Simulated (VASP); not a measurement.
Ta:

```
Ta
1.0
     2.68508    0.00000    0.00000
     0.00000    2.68508    0.00000
     0.00000    0.00000    2.68508
Ta
1
Cartesian
  0.0000 0.0000 0.0000
```

| Quantity | Value |
| --- | --- |
| Program | VASP 6.6.1 |
| Task | relaxation of cell and atoms |
| Functional | r2SCAN |
| Potentials or basis | VASP PAW PBE potentials, release 64 (Ta_pv) |
| Cutoff | 600 eV |
| k mesh | 6 × 6 × 6 |
| Occupations | gaussian, width 0.1 eV |
| Spin | no spin polarisation |

At the start: pressure 10.4 GPa; volume 19.36 Å³/atom.

Question: How do energy, volume and symmetry change on relaxing?

Answer: Over 4 steps the energy falls by 36.4 meV/atom and the volume is 20.54 Å³/atom (+6.1 %); space group Pm-3m (No. 221, to 0.05 Å).

The path:
```csv
step,energy change (eV),largest force (eV/Å),pressure (GPa),volume (Å³)
1,0.0000,0.0000,10.39,19.36
2,0.0912,0.0000,-14.41,23.09
3,-0.0363,0.0000,-0.32,20.58
4,-0.0364,0.0000,-0.02,20.54
```

Final structure:
```xyz
1
Lattice="2.7386 0.0000 0.0000 0.0000 2.7386 0.0000 0.0000 0.0000 2.7386" Properties=species:S:1:pos:R:3 pbc="T T T"
Ta    0.0000    0.0000    0.0000
```

Caveat: the k points lie up to 0.38 Å⁻¹ apart in the final cell; the PAW data sets were made with another functional, which shifts forces and pressure a little.
